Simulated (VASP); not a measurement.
W, 2 atoms in the cell. Symmetry: P6_3/mmc, No. 194, hexagonal system. Conventional cell: a = 2.604 Å, b = 2.604 Å, c = 4.488 Å, α = 90.00°, β = 90.00°, γ = 120.00°. W (site symmetry -6m2) has 12 W at 2.60 to 2.70 Å within 3.4 Å. This isn't the form of W at room conditions, which is bcc.

```yaml
Program: VASP 6.6.1
Task: single point
Functional: PBE
Potentials_or_basis: VASP PAW PBE potentials, release 64 (W_sv)
Cutoff: 520 eV
k_mesh: 17 × 17 × 9
Occupations: fermi-dirac, width 0.08 eV
Spin: no spin polarisation
Dipole_correction: no
Further_INCAR_settings: ALGO = Normal; EDIFF = 1e-06; NBANDS = 21
```

Potentials or basis: VASP PAW PBE potentials, release 64 (W_sv).

Launch:

```sh
$ cat potpaw_PBE.64/W_sv/POTCAR > POTCAR
$ mpirun -np 1 vasp_std > vasp.out
```

Hardware: 1 thread of Intel(R) Xeon(R) 6975P-C (Granite Rapids), on a shared host.

Q: Estimate the wall time of this run.

A: Run time: 53 s on 1 thread of Intel(R) Xeon(R) 6975P-C (Granite Rapids), on a shared host, peak memory 0.18 GiB. Counts: scf iterations 11, k points 165.
